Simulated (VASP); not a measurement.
The system is C.

```
C
1.0
     0.00000    1.76587    1.76587
     1.76587    0.00000    1.76587
     1.76587    1.76587    0.00000
C
2
Direct
  0.00000 0.00000 0.00000
  0.25000 0.25000 0.25000
```

Base run:

```yaml
Program: VASP 6.6.1
Functional: LDA
Potentials_or_basis: VASP PAW LDA potentials, release 64 (C_h)
Cutoff: 910 eV
k_mesh: 12 × 12 × 12
Occupations: fermi-dirac, width 0.02 eV
Spin: no spin polarisation
```

Its results: band gap on the k mesh 4.20 eV, indirect (least direct gap 5.63 eV); pressure 0.7 GPa.

Question: The run is repeated on the same cell with these changes: potentials or basis from VASP PAW LDA potentials, release 64 (C_h) to VASP PAW LDA potentials, release 64 (C); cutoff from 910 eV to 520 eV; further incar settings from ALGO = Normal; EDIFF = 1e-06; NBANDS = 11 to ALGO = Normal; EDIFF = 1e-07; NBANDS = 11. What comes out?

Answer: Band gap on the k mesh 4.20 eV, indirect (least direct gap 5.63 eV); pressure 1.6 GPa.

Caveats: the cutoff is under 1.25 times the usual one of these potentials, so pressure, stress and relaxed cells hold a basis-set (Pulay) error (some runs).

A k mesh can miss the band edges.
